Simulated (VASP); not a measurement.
# KBr (Immm) in VASP: notebook

KBr is run at these levels: PBE; tasks: single point.

Everything below comes from runs of VASP 6.6.1. Logs are shortened: lines on timing, memory, paths and dates and some standing lists are left out, and cuts for length are marked.

**1. The cell of the first run**

It takes space group Immm (No. 71, orthorhombic). The conventional cell has a = 4.540 Å, b = 4.773 Å, c = 6.585 Å, α = 90.00°, β = 90.00°, γ = 90.00°. Within 4.3 Å of K (site symmetry mmm) lie 6 Br at 3.29 Å. Within 4.3 Å of Br (site symmetry mmm) lie 6 K at 3.29 Å.

**2. Single point, PBE (strain -0.0500 x Voigt [0, 0, 0, 1, 0, 0])**

The input, INCAR:

```
ALGO     = Normal         # electronic algorithm
EDIFF    = 1E-6           # SCF threshold, eV
ENCUT    = 520            # plane-wave cutoff, eV
GGA      = PE             # functional
ISIF     = 2              # what is computed and relaxed
ISMEAR   = 0              # smearing method
LASPH    = True           # aspherical terms in the spheres
LCHARG   = False          # write CHGCAR
LREAL    = False          # projectors in reciprocal space
LWAVE    = False          # write WAVECAR
NBANDS   = 15             # bands
NELM     = 100            # most SCF steps
PREC     = Accurate       # precision mode
SIGMA    = 0.05           # smearing width, eV
```

The input, KPOINTS:

```
k-points
0
Gamma
  6 6 6
```

The input, POSCAR:

```
KBr
1.0
    0.0000000000      3.2101875000      3.2101875000
    3.2925000000     -0.0823125000      3.2925000000
    3.2925000000      3.2925000000     -0.0823125000
K Br
1 1
Direct
    0.0000000000      0.0000000000      0.0000000000
    0.5000000000      0.5000000000      0.5000000000
```

Potentials or basis: VASP PAW PBE potentials, release 64 (K_sv, Br).

Started as:

```
cat potpaw_PBE.64/K_sv/POTCAR potpaw_PBE.64/Br/POTCAR > POTCAR
mpirun -np 1 vasp_std > vasp.out
```

OUTCAR:

```text
EDIFF = 1E-6
   ENCUT = 520
   GGA = PE
   ISIF = 2
   ISMEAR = 0
   LASPH = True
   LREAL = False
   NELM = 100
   PREC = Accurate

 ion  position               nearest neighbor table
   1  0.000  0.000  0.000-   2 3.29   2 3.29   2 3.29   2 3.29   2 3.29   2 3.29
   2  0.500  0.500  0.500-   1 3.29   1 3.29   1 3.29   1 3.29   1 3.29   1 3.29

  LATTYP: Found a body centered orthorhombic cell.
 ALAT       =     4.5398907003
 B/A-ratio  =     1.0512820513
 C/A-ratio  =     1.4504754486

  Lattice vectors:

 A1 = (  -3.2925000000,   0.0823125000,  -3.2925000000)
 A2 = (  -3.2925000000,  -0.0823125000,   3.2925000000)
 A3 = (   3.2925000000,   3.2925000000,  -0.0823125000)

Analysis of symmetry for initial positions (statically):
=====================================================================
 Subroutine PRICEL returns:
 Original cell was already a primitive cell.

 Routine SETGRP: Setting up the symmetry group for a
 body centered orthorhombic supercell.

 Subroutine GETGRP returns: Found  8 space group operations
 (whereof  8 operations were pure point group operations)
 out of a pool of  8 trial point group operations.

The static configuration has the point symmetry D_2h.

Analysis of symmetry for dynamics (positions and initial velocities):
=====================================================================
 Subroutine PRICEL returns:
 Original cell was already a primitive cell.

 Routine SETGRP: Setting up the symmetry group for a
 body centered orthorhombic supercell.

 Subroutine GETGRP returns: Found  8 space group operations
 (whereof  8 operations were pure point group operations)
 out of a pool of  8 trial point group operations.

The dynamic configuration has the point symmetry D_2h.

 Subroutine INISYM returns: Found  8 space group operations
 (whereof  8 operations are pure point group operations),
 and found     1 'primitive' translations

----------------------------------------------------------------------------------------

                                     Primitive cell

  volume of cell :      71.3404

  direct lattice vectors                    reciprocal lattice vectors
     0.000000000  3.210187500  3.210187500    -0.151860289  0.155754142  0.155754142
     3.292500000 -0.082312500  3.292500000     0.151860289 -0.148156379  0.148156379
     3.292500000  3.292500000 -0.082312500     0.151860289  0.148156379 -0.148156379

  length of vectors
     4.539890700  4.657025644  4.657025644     0.267544861  0.258770502  0.258770502

  position of ions in fractional coordinates (direct lattice)
     0.000000000  0.000000000  0.000000000
     0.500000000  0.500000000  0.500000000

  ion indices of the primitive-cell ions
   primitive index   ion index
                 1           1
                 2           2

----------------------------------------------------------------------------------------

 KPOINTS: k-points

Automatic generation of k-mesh.
 Grid dimensions read from file:
 generate k-points for:    6    6    6

 Generating k-lattice:

  Cartesian coordinates                     Fractional coordinates (reciprocal lattice)
    -0.025310048  0.025959024  0.025959024     0.166666667 -0.000000000 -0.000000000
     0.025310048 -0.024692730  0.024692730     0.000000000  0.166666667  0.000000000
     0.025310048  0.024692730 -0.024692730     0.000000000  0.000000000  0.166666667

  Length of vectors
     0.044590810  0.043128417  0.043128417

  Shift w.r.t. Gamma in fractional coordinates (k-lattice)
     0.000000000  0.000000000  0.000000000

 Subroutine IBZKPT returns following result:
 ===========================================

 Found     46 irreducible k-points:

 Following reciprocal coordinates:
            Coordinates               Weight
  0.000000  0.000000  0.000000      1.000000
  0.166667  0.000000  0.000000      4.000000
  0.333333 -0.000000 -0.000000      4.000000
  0.500000  0.000000 -0.000000      2.000000
  0.000000  0.166667 -0.000000      4.000000
  0.166667  0.166667  0.000000      4.000000
[... 16 lines left out ...]
  0.500000  0.166667  0.166667      4.000000
 -0.333333  0.166667  0.166667      4.000000
 [... further k-points ...]
   k-points           NKPTS =     46   k-points in BZ     NKDIM =     46   number of bands    NBANDS=     15
   number of dos      NEDOS =    301   number of ions     NIONS =      2
   total plane-waves  NPLWV =  46656
   dimension x,y,z NGX =    36 NGY =   36 NGZ =   36
   dimension x,y,z NGXF=    72 NGYF=   72 NGZF=   72
   ions per type =               1   1
   NGX,Y,Z   is equivalent  to a cutoff of  13.18, 12.85, 12.85 a.u.
   NGXF,Y,Z  is equivalent  to a cutoff of  26.37, 25.70, 25.70 a.u.
 SYSTEM =  unknown system
   PREC   = accura    normal or accurate (medium, high low for compatibility)
   ISTART =      0    job   : 0-new  1-cont  2-samecut
   ICHARG =      2    charge: 1-file 2-atom 10-const
   ISPIN  =      1    spin polarized calculation?
   LNONCOLLINEAR =      F non collinear calculations
   LSORBIT =      F    spin-orbit coupling
   LASPH  =      T    aspherical Exc in radial PAW
   ENCUT  =  520.0 eV  38.22 Ry    6.18 a.u.   8.44  8.66  8.66*2*pi/ulx,y,z
   NELM   =    100;   NELMIN=  2; NELMDL= -5     # of ELM steps
   EDIFF  = 0.1E-05   stopping-criterion for ELM
   LREAL  =      F    real-space projection
   EDIFFG = 0.1E-04   stopping-criterion for IOM
   NSW    =      0    number of steps for IOM
   IBRION =     -1    ionic relax: 0-MD 1-quasi-New 2-CG
   NFREE  =      0    steps in history (QN), initial steepest desc. (CG)
   ISIF   =      2    stress and relaxation
   ISYM   =      2    0-nonsym 1-usesym 2-fastsym
   POTIM  = 0.5000    time-step for ionic-motion
   TEBEG  =    0.0;   TEEND  =   0.0 temperature during run
   PSTRESS=    0.0 pullay stress
   NELECT =      16.0000    total number of electrons
   NUPDOWN=      -1.0000    fix difference up-down
   EMIN   =  10.00;   EMAX   =-10.00  energy-range for DOS
   EFERMI =   0.00;   METHOD = LEGACY
   ISMEAR =     0;   SIGMA  =   0.05  broadening in eV -4-tet -1-fermi 0-gaus
   EFERMI_NEDOS =   21; number of points for ismear=-14 and -15
   IALGO  =     38    algorithm
   IMIX   =      4    mixing-type and parameters
     AMIX     =   0.40;   BMIX     =  1.00
     AMIX_MAG =   1.60;   BMIX_MAG =  1.00
  volume/ion in A,a.u.               =      35.67       240.71
  Fermi-wavevector in a.u.,A,eV,Ry     =   0.994648  1.879613 13.460587  0.989325
  Thomas-Fermi vector in A             =   2.126614
   LORBIT       =      0    0 simple, 1 ext, 2 COOP (PROOUT), +10 PAW based schemes
   GGA     = PE    functional components
   LHFCALC =     F    Hartree Fock is set to
   AEXX    =    0.0000 exact exchange contribution
   IVDW    =     0    specifies the selected vdW correction
   LEPSILON=     F    determine dielectric tensor
   LRPA    =     F    only Hartree local field effects (RPA)
 non-spin polarized calculation
 Gauss-broadening in eV      SIGMA  =   0.05
  energy-cutoff  :      520.00
  volume of cell :       71.34
 maximum number of plane-waves:      1945
 NGX is ok and might be reduce to    36
   NGX = 17   NGY = 17   NGZ = 17

 number of electron      16.0000001 magnetization

 Free energy of the ion-electron system (eV)
  ---------------------------------------------------
  ext. energy  EPLUGINS =         0.00000000
  ---------------------------------------------------
  free energy    TOTEN  =        -6.20956409 eV

  energy without entropy =       -6.20956409  energy(sigma->0) =       -6.20956409

 E-fermi :  -1.4331     XC(G=0):  -7.4011

 val. band max:       -1.6477279491   @ k =   0.0000   0.0000   0.0000
 cond. band min:       2.7390649354   @ k =   0.0000   0.0000   0.0000
 fundamental gap:      4.3867928844
 Fermi energy:        -1.4330674041

 k-point     1 :       0.0000    0.0000    0.0000
  band No.  band energies     occupation
      1     -29.4810      2.00000
      2     -14.0088      2.00000
      3     -12.9607      2.00000
      4     -12.9586      2.00000
      5     -12.9561      2.00000
      6      -1.7592      2.00000
      7      -1.7101      2.00000
      8      -1.6477      2.00000
      9       2.7391      0.00000
     10       5.7019      0.00000
     11       5.9008      0.00000
     12       6.0982      0.00000
     13       6.7253      0.00000
     14       6.7391      0.00000
     15       9.9158      0.00000

 k-point     2 :       0.1667    0.0000    0.0000
  band No.  band energies     occupation
      1     -29.4794      2.00000
      2     -14.0570      2.00000
      3     -12.9618      2.00000
      4     -12.9572      2.00000
      5     -12.8937      2.00000
      6      -2.0510      2.00000
      7      -1.8543      2.00000
      8      -1.7854      2.00000
      9       3.4125      0.00000
     10       5.8366      0.00000
     11       6.0416      0.00000
     12       6.3057      0.00000
     13       7.0857      0.00000
     14       7.1033      0.00000
     15      10.8950      0.00000

 k-point     3 :       0.3333   -0.0000   -0.0000
  band No.  band energies     occupation
      1     -29.4762      2.00000
      2     -14.1401      2.00000
      3     -12.9667      2.00000
      4     -12.9593      2.00000
      5     -12.7739      2.00000
      6      -2.6447      2.00000
      7      -2.0326      2.00000
      8      -1.9668      2.00000
      9       4.5164      0.00000
     10       6.0851      0.00000
     11       6.9465      0.00000
     12       7.2033      0.00000
     13       7.9501      0.00000
     14       8.0520      0.00000
     15       9.8817      0.00000

 k-point     4 :       0.5000    0.0000   -0.0000
  band No.  band energies     occupation
      1     -29.4745      2.00000
      2     -14.1767      2.00000
      3     -12.9691      2.00000
      4     -12.9604      2.00000
      5     -12.7186      2.00000
      6      -2.8935      2.00000
      7      -2.1166      2.00000
      8      -2.0512      2.00000
      9       4.8905      0.00000
     10       6.6117      0.00000
     11       8.0019      0.00000
     12       8.1814      0.00000
     13       8.2597      0.00000
     14       8.4417      0.00000
     15       9.3367      0.00000
[... 307 lines left out ...]
 k-point    22 :       0.3333    0.1667    0.1667
  band No.  band energies     occupation
      1     -29.4771      2.00000
      2     -14.0920      2.00000
      3     -12.9769      2.00000
      4     -12.9545      2.00000
      5     -12.8362      2.00000
      6      -2.4164      2.00000
      7      -1.9851      2.00000
      8      -1.8913      2.00000
      9       4.2333      0.00000
     10       5.5596      0.00000
     11       6.3652      0.00000
     12       7.0427      0.00000
     13       7.5611      0.00000
     14       7.8242      0.00000
     15      10.3538      0.00000

 k-point    23 :       0.5000    0.1667    0.1667
  band No.  band energies     occupation
      1     -29.4746      2.00000
      2     -14.1221      2.00000
      3     -12.9887      2.00000
      4     -12.9605      2.00000
      5     -12.7817      2.00000
      6      -2.7136      2.00000
      7      -2.1073      2.00000
      8      -2.0810      2.00000
      9       5.0917      0.00000
     10       6.0170      0.00000
     11       7.2630      0.00000
     12       7.3554      0.00000
     13       8.1741      0.00000
     14       8.8121      0.00000
     15       9.4541      0.00000

 k-point    24 :      -0.3333    0.1667    0.1667
  band No.  band energies     occupation
      1     -29.4743      2.00000
      2     -14.1206      2.00000
      3     -12.9848      2.00000
      4     -12.9693      2.00000
      5     -12.7820      2.00000
      6      -2.7265      2.00000
      7      -2.1285      2.00000
      8      -2.1051      2.00000
      9       5.0528      0.00000
     10       6.2382      0.00000
     11       7.6453      0.00000
     12       7.9405      0.00000
     13       8.1227      0.00000
     14       8.2582      0.00000
     15       9.3224      0.00000

 [... further k-points ...]

------------------------ aborting loop because EDIFF is reached ----------------------------------------

  FORCE on cell =-STRESS in cart. coord.  units (eV):
  Direction    XX          YY          ZZ          XY          YZ          ZX
  --------------------------------------------------------------------------------------
  -------------------------------------------------------------------------------------
  Total        0.3826716      0.3899803      0.3899803     -0.0000000      0.1100693      0.0000000
  in kB        8.5941111      8.7582512      8.7582512     -0.0000000      2.4719562      0.0000000
  external PRESSURE =       8.7035378 kB  Pullay stress =       0.0000000 kB

 VOLUME and BASIS-vectors are now :
 -----------------------------------------------------------------------------
  energy-cutoff  :      520.00
  volume of cell :       71.34
      direct lattice vectors                 reciprocal lattice vectors
     0.000000000  3.210187500  3.210187500    -0.151860289  0.155754142  0.155754142
     3.292500000 -0.082312500  3.292500000     0.151860289 -0.148156379  0.148156379
     3.292500000  3.292500000 -0.082312500     0.151860289  0.148156379 -0.148156379

 POSITION                                       TOTAL-FORCE (eV/Angst)
 -----------------------------------------------------------------------------------
      0.00000      0.00000      0.00000         0.000000      0.000000     -0.000000
      3.29250      3.21019      3.21019        -0.000000     -0.000000      0.000000
 -----------------------------------------------------------------------------------
    total drift:                                0.000000      0.000000      0.000000

  FREE ENERGIE OF THE ION-ELECTRON SYSTEM (eV)
  ---------------------------------------------------
  free  energy   TOTEN  =        -6.2095640950 eV

  energy  without entropy=       -6.2095640950  energy(sigma->0) =       -6.20956409
```

It took 32 s on 1 thread of AMD EPYC 9R45 (Zen 5), shared host; peak memory 0.2 GiB.

Results:

```yaml
Free_energy: -6.2096 eV
Pressure: 0.9 GPa
Band_gap_on_the_k_mesh: 4.39 eV, direct
```

Stress tensor (GPa, compression positive):
```
0.86 0.00 0.00
0.00 0.88 0.25
0.00 0.25 0.88
```

Caveat: the cell differs from its parent crystal (strain -0.0500 x Voigt [0, 0, 0, 1, 0, 0]).

**3. Single point, PBE (strain +0.0250 x Voigt [0, 0, 0, 1, 0, 0])**

The input, INCAR:

```
SYSTEM = KBr
PREC = Accurate
ENCUT = 520
EDIFF = 1E-7
ISMEAR = 0
SIGMA = 0.05
LREAL = .FALSE.
LASPH = .TRUE.
NELM = 60
ALGO = Normal
ISIF = 2
LWAVE = .FALSE.
LCHARG = .FALSE.
GGA = PE
NBANDS = 15
```

The input, KPOINTS:

```
regular mesh
0
G
  6 6 6
  0 0 0
```

The input, POSCAR:

```
KBr
1.0
    0.0000000000      3.3336562500      3.3336562500
    3.2925000000      0.0411562500      3.2925000000
    3.2925000000      3.2925000000      0.0411562500
K Br
1 1
Direct
    0.0000000000      0.0000000000      0.0000000000
    0.5000000000      0.5000000000      0.5000000000
```

Potentials or basis: VASP PAW PBE potentials, release 64 (K_sv, Br).

Started as:

```
cat potpaw_PBE.64/K_sv/POTCAR potpaw_PBE.64/Br/POTCAR > POTCAR
mpirun -np 1 vasp_std > vasp.out
```

Wall time 36 s (1 thread of AMD EPYC 9R45 (Zen 5), shared host); peak memory 0.2 GiB.

The run converged. Its results:

```
Free energy            : -6.2118 eV
Pressure               : 0.9 GPa
Band gap on the k mesh : 4.42 eV, direct
```

Stress tensor (GPa, compression positive):
```
 0.87  0.00  0.00
 0.00  0.87 -0.12
 0.00 -0.12  0.87
```

Levels at points of the mesh, in eV from the valence-band top:
```csv
k point,band 4,band 5,band 6,band 7,band 8,band 9,band 10,band 11,band 12,band 13
"(0.00, 0.00, 0.00)",-11.27,-11.27,-0.06,-0.03,0.00,4.42,7.48,7.58,7.68,8.40
"(0.50, 0.00, 0.00)",-11.28,-11.02,-1.23,-0.37,-0.33,6.58,8.19,9.67,9.79,10.04
"(0.00, 0.50, 0.00)",-11.28,-11.03,-1.22,-0.40,-0.37,6.57,8.27,9.72,9.84,9.96
"(0.50, 0.50, 0.00)",-11.31,-11.31,-0.85,-0.32,-0.32,5.83,7.19,9.34,9.52,9.66
"(0.00, 0.50, 0.50)",-11.31,-11.31,-0.85,-0.35,-0.28,5.83,7.20,9.35,9.52,9.67
```

Caveat: the cell differs from its parent crystal (strain +0.0250 x Voigt [0, 0, 0, 1, 0, 0]).

**4. Single point, PBE (strain +0.0125 x Voigt [0, 0, 0, 1, 0, 0])**

The input, INCAR:

```
  ALGO = Normal
  EDIFF = 1E-6
  ENCUT = 520
  GGA = PE
  ISIF = 2
  ISMEAR = 0
  LASPH = True
  LCHARG = False
  LREAL = False
  LWAVE = False
  NBANDS = 15
  NELM = 100
  PREC = Accurate
  SIGMA = 0.05
```

The input, KPOINTS:

```
k-points
0
Gamma
  6 6 6
```

The input, POSCAR:

```
KBr
1.0
    0.0000000000      3.3130781250      3.3130781250
    3.2925000000      0.0205781250      3.2925000000
    3.2925000000      3.2925000000      0.0205781250
K Br
1 1
Direct
    0.0000000000      0.0000000000      0.0000000000
    0.5000000000      0.5000000000      0.5000000000
```

Started as:

```
cat potpaw_PBE.64/K_sv/POTCAR potpaw_PBE.64/Br/POTCAR > POTCAR
mpirun -np 1 vasp_std > vasp.out
```

Wall time 32 s (1 thread of AMD EPYC 9R45 (Zen 5), shared host); peak memory 0.2 GiB.

Results (log left out):

| Item | Value |
| --- | --- |
| Free energy | -6.2124 eV |
| Pressure | 0.9 GPa |
| Band gap on the k mesh | 4.44 eV, direct |

Stress tensor (GPa, compression positive):
```
 0.87  0.00  0.00
 0.00  0.87 -0.06
 0.00 -0.06  0.87
```

Levels at points of the mesh, in eV from the valence-band top:
```tsv
k point	band 5	band 6	band 7	band 8	band 9	band 10	band 11	band 12
(0.00, 0.00, 0.00)	-11.26	-0.03	-0.01	0.00	4.44	7.54	7.59	7.64
(0.50, 0.00, 0.00)	-11.00	-1.21	-0.35	-0.33	6.59	8.23	9.72	9.79
(0.00, 0.50, 0.00)	-11.01	-1.20	-0.37	-0.35	6.59	8.26	9.75	9.81
(0.50, 0.50, 0.00)	-11.30	-0.83	-0.30	-0.30	5.84	7.21	9.36	9.53
(0.00, 0.50, 0.50)	-11.30	-0.83	-0.32	-0.28	5.84	7.21	9.37	9.53
```

Caveat: the cell differs from its parent crystal (strain +0.0125 x Voigt [0, 0, 0, 1, 0, 0]).

**5. Summary**

| cell | gap on the mesh (eV) | pressure (GPa) |
| --- | --- | --- |
| a = 4.540, b = 4.657, c = 4.657 Å, angles 61.7, 60.8, 60.8°, 2 atoms | 4.39 | 0.9 |
| a = 4.715, b = 4.656, c = 4.656 Å, angles 59.2, 59.6, 59.6°, 2 atoms | 4.42 | 0.9 |
| a = 4.685, b = 4.656, c = 4.656 Å, angles 59.6, 59.8, 59.8°, 2 atoms | 4.44 | 0.9 |

Alike in all rows: task single point; level PBE; potentials or basis VASP PAW PBE potentials, release 64 (K_sv, Br); no spin polarisation; k mesh 6 × 6 × 6; cutoff (eV) 520; smearing gaussian 0.05 eV.

Absolute energies hang on the potentials; compare differences alone.
